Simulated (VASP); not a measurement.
A run of VASP 6.6.1 is set up as follows.

The input INCAR:

```
SYSTEM = InAs
ALGO = Normal
EDIFF = 1E-6
ENCUT = 500
GGA = PS
GGA_COMPAT = .False.
ISIF = 2
ISMEAR = -1
LASPH = .True.
LCHARG = .False.
LREAL = .False.
LWAVE = .False.
NBANDS = 16
NELM = 120
PREC = Accurate
SIGMA = 0.05
```

KPOINTS

```
k-points
0
Gamma
  5 5 5
  0 0 0
```

The input POSCAR:

```
InAs
1.0
    4.0691220000      0.0000000000      0.0000000000
    2.0345610000      3.5239630231      0.0000000000
    2.0345610000      1.1746543410      3.3224242004
In As
1 1
Direct
    0.5000000000      0.5000000000      0.5000000000
    0.0000000000      0.0000000000      0.0000000000
```

Potentials or basis: VASP PAW PBE potentials, release 64 (In_d, As).

Run with:

```console
$ cat potpaw_PBE.64/In_d/POTCAR potpaw_PBE.64/As/POTCAR > POTCAR
$ mpirun -np 1 vasp_std > vasp.out
```

Problem. Predict the band gap on the k mesh.

Solution. Zero (band 9 reaches 6.16 eV, above the bottom of band 10 at 3.72 eV).

Problem. Predict the pressure.

Solution. -3.0 GPa.

Caveat: the k points lie up to 0.38 Å⁻¹ apart; the PAW data sets were made with another functional, which shifts forces and pressure a little; spin-orbit coupling is left out, which moves the levels of the heavy elements.
